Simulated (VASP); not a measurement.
Runs of VASP 6.6.1 on Ir. The structure is that of space group Pm-3m (No. 221), or close to it. The cells are those of the table. 

| task | cell | gap on the mesh (eV) | pressure (GPa) | relaxed volume (Å³/atom) |
| --- | --- | --- | --- | --- |
| relaxation of cell and atoms | relaxed from a = 2.490 Å, 1 atom | none | 0.1 | 16.25 |
| single point | a = 2.520 Å, 1 atom | none | 4.5 | - |
| relaxation of cell and atoms | relaxed from a = 2.529 Å, 1 atom | none | 0.0 | 16.25 |
| single point | a = 2.529 Å, 1 atom | none | 1.5 | - |
| single point | a = 2.537 Å, 1 atom | none | (a) | - |

Alike in all rows: level LDA; potentials or basis VASP PAW LDA potentials, release 64 (Ir); no spin polarisation; k mesh 9 × 9 × 9; cutoff (eV) 500; smearing fermi-dirac 0.05 eV.

Fill in the values left out.

(a) -1.4.

Caveats: spin-orbit coupling is left out, which moves the levels of the heavy elements.

A k mesh can miss the band edges, and the runs leave out spin-orbit coupling on Ir.

A gap of «none» marks levels without a gap at the run's occupations.
